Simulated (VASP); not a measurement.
Write the native input for VASP 6.6.1 that does the following.

```yaml
Task: relaxation of cell and atoms
Functional: LDA
Potentials_or_basis: VASP PAW LDA potentials, release 64 (Sn_d, Te)
Cutoff: 600 eV
k_mesh: 10 × 10 × 10
Occupations: gaussian, width 0.01 eV
Spin: no spin polarisation
Dipole_correction: no
Further_INCAR_settings: ALGO = Normal; EDIFF = 1e-06; IBRION = 2; EDIFFG = -0.005; NSW = 100; ISIF = 3
```

The structure of SnTe lies in POSCAR:

```
SnTe
1.0
    0.0000000000      3.1565000000      3.1565000000
    3.1565000000      0.0000000000      3.1565000000
    3.1565000000      3.1565000000      0.0000000000
Sn Te
1 1
Direct
    0.0000000000      0.0000000000      0.0000000000
    0.5000000000      0.5000000000      0.5000000000
```

One way to write it, as run:

INCAR

```
SYSTEM = SnTe
ALGO     = Normal         ! electronic algorithm
EDIFF    = 1E-6           ! SCF threshold, eV
EDIFFG   = -0.005         ! ionic threshold
ENCUT    = 600            ! plane-wave cutoff, eV
GGA      = CA             ! functional
IBRION   = 2              ! ionic algorithm
ISIF     = 3              ! what is computed and relaxed
ISMEAR   = 0              ! smearing method
LASPH    = .TRUE.         ! aspherical terms in the spheres
LCHARG   = .FALSE.        ! write CHGCAR
LREAL    = .FALSE.        ! projectors in reciprocal space
LWAVE    = .FALSE.        ! write WAVECAR
NELM     = 80             ! most SCF steps
NSW      = 100            ! ionic steps
PREC     = Accurate       ! precision mode
SIGMA    = 0.01           ! smearing width, eV
```

KPOINTS

```
k-points
0
G
  10 10 10
  0 0 0
```

Potentials or basis: VASP PAW LDA potentials, release 64 (Sn_d, Te).

Launch:

```bash
$ cat potpaw_LDA.64/Sn_d/POTCAR potpaw_LDA.64/Te/POTCAR > POTCAR
$ mpirun -np 1 vasp_std > vasp.out
```

It gave:

```json
{
  "Relaxed volume": "30.36 Å³/atom",
  "Relaxed cell": "a = 4.412 Å, b = 4.412 Å, c = 4.412 Å, α = 60.00°, β = 60.00°, γ = 60.00°",
  "Space group after relaxing (to 0.1 Å)": "Fm-3m (No. 225)",
  "Energy gained by relaxing": "5.9 meV/atom",
  "Ionic steps": "3",
  "Pressure after relaxing": "0.0 GPa",
  "Band gap on the k mesh": "0.21 eV"
}
```

Caveat: spin-orbit coupling is left out, which moves the levels of the heavy elements.

Run time: 61 s on 1 thread of Intel(R) Xeon(R) Platinum 8488C (Sapphire Rapids) (shared host), peak memory 0.2 GiB.
